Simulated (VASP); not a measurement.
# Si11GeO24 (a cell with a defect) in VASP: electric field gradients with PBE

Aim: the electric field gradients of Si11GeO24 (a cell with a defect) with PBE.

Everything below comes from runs of VASP 6.6.1. Logs are shortened: lines on timing, memory, paths and dates and some standing lists are left out, and cuts for length are marked.

## Step 1: The cell of the first run

The cell holds a defect, 36 atoms: a = 10.370 Å, b = 10.370 Å, c = 7.504 Å, α = 113.24°, β = 113.24°, γ = 115.40°.

## Step 2: Electric field gradients, PBE

Input file INCAR:

```
SYSTEM = Si11GeO24
ALGO = Normal
EDIFF = 1E-8
ENCUT = 520
GGA = PE
ISIF = 2
ISMEAR = -1
LASPH = .True.
LCHARG = .False.
LEFG = .True.
LREAL = Auto
LUSENCCL = .False.
LWAVE = .False.
NBANDS = 125
NELM = 100
PREC = Accurate
SIGMA = 0.01
```

Input file KPOINTS:

```
k-points
0
Gamma
  4 4 4
  0 0 0
```

Input file POSCAR:

```
Si11GeO24
1.0
   -7.5907833426      4.3825408062      5.5413533100
    7.5907833426     -4.3825408062      5.5413533100
    2.5302611142      4.3825408062     -5.5413533100
Ge Si O
1 11 24
Direct
    0.4166666667      0.1666666667      0.2500000000
    0.9166666667      0.6666666667      0.2500000000
    0.9166666667      0.1666666667      0.7500000000
    0.4166666667      0.6666666667      0.7500000000
    0.5833333333      0.5833333333      0.5000000000
    0.0833333333      0.0833333333      0.5000000000
    0.0833333333      0.5833333333      0.0000000000
    0.5833333333      0.0833333333      0.0000000000
    0.0000000000      0.2500000000      0.2500000000
    0.5000000000      0.7500000000      0.2500000000
    0.5000000000      0.2500000000      0.7500000000
    0.0000000000      0.7500000000      0.7500000000
    0.8123639817      0.7080612967      0.6870919450
    0.3123639817      0.2080612967      0.6870919450
    0.3123639817      0.7080612967      0.1870919450
    0.8123639817      0.2080612967      0.1870919450
    0.5413946300      0.6456973150      0.6870919450
    0.0413946300      0.1456973150      0.6870919450
    0.0413946300      0.6456973150      0.1870919450
    0.5413946300      0.1456973150      0.1870919450
    0.1876360183      0.4790306483      0.5000000000
    0.6876360183      0.9790306483      0.5000000000
    0.6876360183      0.4790306483      0.0000000000
    0.1876360183      0.9790306483      0.0000000000
    0.5209693517      0.6252720367      0.3129080550
    0.0209693517      0.1252720367      0.3129080550
    0.0209693517      0.6252720367      0.8129080550
    0.5209693517      0.1252720367      0.8129080550
    0.4586053700      0.3543026850      0.3129080550
    0.9586053700      0.8543026850      0.3129080550
    0.9586053700      0.3543026850      0.8129080550
    0.4586053700      0.8543026850      0.8129080550
    0.4790306483      0.1876360183      0.5000000000
    0.9790306483      0.6876360183      0.5000000000
    0.9790306483      0.1876360183      0.0000000000
    0.4790306483      0.6876360183      0.0000000000
```

Potentials or basis: VASP PAW PBE potentials, release 64 (Ge_d, Si, O).

Started as:

```
cat potpaw_PBE.64/Ge_d/POTCAR potpaw_PBE.64/Si/POTCAR potpaw_PBE.64/O/POTCAR > POTCAR
mpirun -np 1 vasp_std > vasp.out
```

OUTCAR:

```text
SYSTEM = Si11GeO24
   EDIFF = 1E-8
   ENCUT = 520
   GGA = PE
   ISIF = 2
   ISMEAR = -1
   LASPH = .True.
   LREAL = Auto
   NELM = 100
   PREC = Accurate

 ion  position               nearest neighbor table
   1  0.417  0.167  0.250-  20 1.61  29 1.61  24 1.61  33 1.61
   2  0.917  0.667  0.250-  19 1.61  30 1.61  23 1.61  34 1.61   6 3.13   7 3.13  12 3.13  11 3.13

   3  0.917  0.167  0.750-  18 1.61  31 1.61  22 1.61  35 1.61   6 3.13   7 3.13   9 3.13  10 3.13

   4  0.417  0.667  0.750-  17 1.61  32 1.61  21 1.61  36 1.61   5 3.13   8 3.13  10 3.13   9 3.13
[... 35 lines left out ...]
  35  0.979  0.188  0.000-   9 1.61   3 1.61
  36  0.479  0.688  0.000-  10 1.61   4 1.61

  LATTYP: Found a face centered orthorhombic cell.
 ALAT       =    10.1210444568
 B/A-ratio  =     1.0950160991
 C/A-ratio  =     1.7320508076

  Lattice vectors:

 A1 = (  -7.5907833426,   4.3825408062,  -5.5413533100)
 A2 = (  -5.0605222284,   8.7650816124,   0.0000000000)
 A3 = (   2.5302611142,   4.3825408062,  -5.5413533100)

Analysis of symmetry for initial positions (statically):
=====================================================================
 Subroutine PRICEL returns:
 Original cell was already a primitive cell.

 Routine SETGRP: Setting up the symmetry group for a
 face centered orthorhombic supercell.

 Subroutine GETGRP returns: Found  2 space group operations
 (whereof  1 operations were pure point group operations)
 out of a pool of  8 trial point group operations.

The static configuration has the point symmetry C_1 .
 The point group associated with its full space group is C_2 .

Analysis of symmetry for dynamics (positions and initial velocities):
=====================================================================
 Subroutine PRICEL returns:
 Original cell was already a primitive cell.

 Routine SETGRP: Setting up the symmetry group for a
 face centered orthorhombic supercell.

 Subroutine GETGRP returns: Found  2 space group operations
 (whereof  1 operations were pure point group operations)
 out of a pool of  8 trial point group operations.

The dynamic configuration has the point symmetry C_1 .
 The point group associated with its full space group is C_2 .

 Subroutine INISYM returns: Found  2 space group operations
 (whereof  1 operations are pure point group operations),
 and found     1 'primitive' translations

----------------------------------------------------------------------------------------

                                     Primitive cell

  volume of cell :     491.5833

  direct lattice vectors                    reciprocal lattice vectors
    -7.590783343  4.382540806  5.541353310     0.000000000  0.114089069  0.090230666
     7.590783343 -4.382540806  5.541353310     0.098804032  0.057044534  0.090230666
     2.530261114  4.382540806 -5.541353310     0.098804032  0.171133603  0.000000000

  length of vectors
    10.369824115 10.369824115  7.504364179     0.145457515  0.145457515  0.197608064

  position of ions in fractional coordinates (direct lattice)
     0.416666667  0.166666667  0.250000000
     0.916666667  0.666666667  0.250000000
     0.916666667  0.166666667  0.750000000
     0.416666667  0.666666667  0.750000000
     0.583333333  0.583333333  0.500000000
     0.083333333  0.083333333  0.500000000
[... 28 lines left out ...]
     0.979030648  0.187636018  0.000000000
     0.479030648  0.687636018  0.000000000

  ion indices of the primitive-cell ions
   primitive index   ion index
                 1           1
                 2           2
                 3           3
                 4           4
                 5           5
                 6           6
[... 28 lines left out ...]
                35          35
[... 71 lines left out ...]
   NELM   =    100;   NELMIN=  2; NELMDL= -5     # of ELM steps
   EDIFF  = 0.1E-07   stopping-criterion for ELM
   LREAL  =      T    real-space projection
   EDIFFG = 0.1E-06   stopping-criterion for IOM
   NSW    =      0    number of steps for IOM
   IBRION =     -1    ionic relax: 0-MD 1-quasi-New 2-CG
   NFREE  =      0    steps in history (QN), initial steepest desc. (CG)
   ISIF   =      2    stress and relaxation
   ISYM   =      2    0-nonsym 1-usesym 2-fastsym
   POTIM  = 0.5000    time-step for ionic-motion
   TEBEG  =    0.0;   TEEND  =   0.0 temperature during run
   PSTRESS=    0.0 pullay stress
   NELECT =     202.0000    total number of electrons
   NUPDOWN=      -1.0000    fix difference up-down
   EMIN   =  10.00;   EMAX   =-10.00  energy-range for DOS
   EFERMI =   0.00;   METHOD = LEGACY
   ISMEAR =    -1;   SIGMA  =   0.01  broadening in eV -4-tet -1-fermi 0-gaus
   EFERMI_NEDOS =   21; number of points for ismear=-14 and -15
   IALGO  =     38    algorithm
   IMIX   =      4    mixing-type and parameters
     AMIX     =   0.40;   BMIX     =  1.00
     AMIX_MAG =   1.60;   BMIX_MAG =  1.00
  volume/ion in A,a.u.               =      13.66        92.15
  Fermi-wavevector in a.u.,A,eV,Ry     =   1.217100  2.299985 20.154749  1.481332
  Thomas-Fermi vector in A             =   2.352432
   LORBIT       =      0    0 simple, 1 ext, 2 COOP (PROOUT), +10 PAW based schemes
   GGA     = PE    functional components
   LHFCALC =     F    Hartree Fock is set to
   AEXX    =    0.0000 exact exchange contribution
   IVDW    =     0    specifies the selected vdW correction
   LEPSILON=     F    determine dielectric tensor
   LRPA    =     F    only Hartree local field effects (RPA)
 non-spin polarized calculation
  energy-cutoff  :      520.00
  volume of cell :      491.58
 maximum number of plane-waves:     13288
 NGX is ok and might be reduce to    80
   NGX = 39   NGY = 39   NGZ = 27

 number of electron     201.9999986 magnetization

 Free energy of the ion-electron system (eV)
  ---------------------------------------------------
  ext. energy  EPLUGINS =         0.00000000
  ---------------------------------------------------
  free energy    TOTEN  =      -278.18980981 eV

  energy without entropy =     -278.18980981  energy(sigma->0) =     -278.18980981

 E-fermi :   0.7896     XC(G=0):  -8.7602

 val. band max:        0.5361686733   @ k =   0.5000   0.5000   0.5000
 cond. band min:       6.2025648224   @ k =   0.0000   0.0000   0.0000
 fundamental gap:      5.6663961491
 Fermi energy:         0.7895612034

 k-point     1 :       0.0000    0.0000    0.0000
  band No.  band energies     occupation
      1     -22.3804      2.00000
      2     -22.3702      2.00000
      3     -22.3488      2.00000
      4     -21.7224      2.00000
      5     -21.6995      2.00000
      6     -19.0182      2.00000
[... 2773 lines left out ...]
    112       9.9808      0.00000
    113      10.1995      0.00000
 [bands above 113 left out]

------------------------ aborting loop because EDIFF is reached ----------------------------------------

  FORCE on cell =-STRESS in cart. coord.  units (eV):
  Direction    XX          YY          ZZ          XY          YZ          ZX
  --------------------------------------------------------------------------------------
  -------------------------------------------------------------------------------------
  Total       27.1653961     27.6600900     27.1093419     -0.4404036      0.0000000     -0.0000000
  in kB       88.5379551     90.1502705     88.3552620     -1.4353714      0.0000000     -0.0000000
  external PRESSURE =      89.0144958 kB  Pullay stress =       0.0000000 kB

 VOLUME and BASIS-vectors are now :
 -----------------------------------------------------------------------------
  energy-cutoff  :      520.00
  volume of cell :      491.58
      direct lattice vectors                 reciprocal lattice vectors
    -7.590783343  4.382540806  5.541353310     0.000000000  0.114089069  0.090230666
     7.590783343 -4.382540806  5.541353310     0.098804032  0.057044534  0.090230666
     2.530261114  4.382540806 -5.541353310     0.098804032  0.171133603  0.000000000

 POSITION                                       TOTAL-FORCE (eV/Angst)
 -----------------------------------------------------------------------------------
     -1.26513      2.19127      1.84712        -0.000000     -0.000000      0.004668
     -1.26513      2.19127      7.38847        -0.000000     -0.000000     -0.024540
     -3.79539      6.57381      1.84712        -0.000000     -0.000000     -0.008525
      3.79539      2.19127      1.84712        -0.000000     -0.000000      0.019739
      1.26513      2.19127      3.69424        -0.078913     -0.042216     -0.054222
      1.26513      2.19127     -1.84712         0.003707     -0.004193     -0.010828
[... 28 lines left out ...]
     -6.00731      3.46832      6.46491        -0.213028      0.120748      0.006823
      1.58348     -0.91422      6.46491        -0.203238      0.119777     -0.002216
 -----------------------------------------------------------------------------------
    total drift:                               -0.000027      0.000017      0.064140

  FREE ENERGIE OF THE ION-ELECTRON SYSTEM (eV)
  ---------------------------------------------------
  free  energy   TOTEN  =      -278.1898098109 eV

  energy  without entropy=     -278.1898098109  energy(sigma->0) =     -278.18980981

 Electric field gradients (V/A^2)
---------------------------------------------------------------------
 ion       V_xx      V_yy      V_zz      V_xy      V_xz      V_yz
---------------------------------------------------------------------
   1      -6.753    10.218    -3.465   -14.595    -0.003    -0.005
   2      -2.948     4.628    -1.680    -6.679     0.000     0.001
   3      -3.004     4.652    -1.648    -6.663     0.000     0.001
   4      -3.057     4.735    -1.678    -6.628     0.000     0.001
   5      -3.172     4.808    -1.636     6.537    -0.355    -0.083
   6      -3.034     4.677    -1.643     6.646    -0.008    -0.001
[... 28 lines left out ...]
  35     -21.443    21.742    -0.298    37.246   -33.709   -58.451
  36     -21.314    21.636    -0.322    37.286   -33.749   -58.369
---------------------------------------------------------------------

 Electric field gradients after diagonalization (V/A^2)
 (convention: |V_zz| > |V_xx| > |V_yy|)
----------------------------------------------------------------------
 ion       V_xx      V_yy      V_zz     asymmetry (V_yy - V_xx)/ V_zz
----------------------------------------------------------------------
   1     -15.150    -3.465    18.615       0.628
   2      -6.838    -1.680     8.518       0.605
   3      -6.860    -1.648     8.508       0.613
   4      -6.849    -1.678     8.527       0.606
   5      -6.854    -1.628     8.482       0.616
   6      -6.863    -1.643     8.505       0.614
[... 28 lines left out ...]
  35     -49.442   -42.903    92.345       0.071
  36     -49.413   -42.867    92.280       0.071
----------------------------------------------------------------------

           NMR quadrupolar parameters

 Cq : quadrupolar parameter    Cq=e*Q*V_zz/h
 eta: asymmetry parameters     (V_yy - V_xx)/ V_zz
 Q  : nuclear electric quadrupole moment in mb (millibarn)
----------------------------------------------------------------------
 ion       Cq(MHz)       eta       Q (mb)
----------------------------------------------------------------------
   1       0.045       0.628       1.000
   2       0.021       0.605       1.000
   3       0.021       0.613       1.000
   4       0.021       0.606       1.000
   5       0.021       0.616       1.000
   6       0.021       0.614       1.000
[... 28 lines left out ...]
  35       0.223       0.071       1.000
  36       0.223       0.071       1.000
----------------------------------------------------------------------
```

Wall time 2.5 min (1 × NVIDIA H100 80GB with 1 thread of AMD EPYC 7R13 (Zen 3), shared host); peak memory 2.1 GiB.

What came out:

```
Free energy                             : -278.1898 eV
Pressure                                : 8.9 GPa
Largest force                           : 5.495 eV/Å
Band gap on the k mesh                  : 5.67 eV
Largest electric field gradient by atom : Ge +18.6; Si +8.5; O +92.0, +92.1, +92.3, +92.2, +105.0, +104.9 (each value once) V/Å²
```

Forces in eV/Å, atoms in the order of the input:
```
Ge   0.000  0.000  0.005
Si   0.000  0.000 -0.025
Si   0.000  0.000 -0.009
Si   0.000  0.000  0.020
Si  -0.079 -0.042 -0.054
Si   0.004 -0.004 -0.011
Si  -0.004  0.004 -0.011
Si   0.079  0.042 -0.054
Si   0.024 -0.018 -0.009
Si  -0.024  0.018 -0.009
Si  -0.098 -0.035  0.069
Si   0.098  0.035  0.069
O    0.200  0.120 -0.008
O    0.226  0.107 -0.019
O    0.214  0.109  0.007
O    0.179  0.137  0.029
O    0.029  0.244 -0.012
O   -0.002  0.237  0.000
O   -0.005  0.234  0.006
O   -4.282  1.423  3.128
O    0.203 -0.120 -0.002
O    0.213 -0.121  0.007
O    0.230 -0.101  0.009
O   -0.910 -4.421 -3.133
O   -0.179 -0.137  0.029
O   -0.214 -0.109  0.007
O   -0.226 -0.107 -0.019
O   -0.200 -0.120 -0.008
O    4.282 -1.423  3.128
O    0.005 -0.234  0.006
O    0.002 -0.237  0.000
O   -0.029 -0.244 -0.012
O    0.910  4.421 -3.133
O   -0.230  0.101  0.009
O   -0.213  0.121  0.007
O   -0.203  0.120 -0.002
```

Electric field gradients, principal values (V/Å²):
```tsv
atom	least	middle	greatest (by size)
1 Ge	-3.465	-15.150	18.615
2 Si	-1.680	-6.838	8.518
3 Si	-1.648	-6.860	8.508
4 Si	-1.678	-6.849	8.527
5 Si	-1.628	-6.854	8.482
6 Si	-1.643	-6.863	8.505
7 Si	-1.643	-6.863	8.505
8 Si	-1.628	-6.854	8.482
9 Si	-1.642	-6.886	8.528
10 Si	-1.642	-6.886	8.528
11 Si	-1.612	-6.850	8.461
12 Si	-1.612	-6.850	8.461
13 O	-42.921	-49.117	92.038
14 O	-43.063	-49.017	92.080
15 O	-42.997	-49.258	92.255
16 O	-42.850	-49.363	92.213
17 O	-42.865	-49.328	92.193
18 O	-42.888	-49.443	92.331
19 O	-42.917	-49.395	92.312
20 O	-48.481	-56.474	104.954
21 O	-42.868	-49.406	92.274
22 O	-42.903	-49.435	92.338
23 O	-42.915	-49.305	92.220
24 O	-48.458	-56.466	104.925
25 O	-42.850	-49.367	92.216
26 O	-42.997	-49.261	92.258
27 O	-43.063	-49.021	92.084
28 O	-42.920	-49.121	92.041
29 O	-48.480	-56.469	104.949
30 O	-42.917	-49.391	92.308
31 O	-42.889	-49.439	92.327
32 O	-42.866	-49.323	92.189
33 O	-48.458	-56.473	104.930
34 O	-42.915	-49.312	92.227
35 O	-42.903	-49.442	92.345
36 O	-42.867	-49.413	92.280
```

Caveat: without QUAD_EFG the Cq values of the log hold for a quadrupole moment of 1 mb, not for the nuclei.
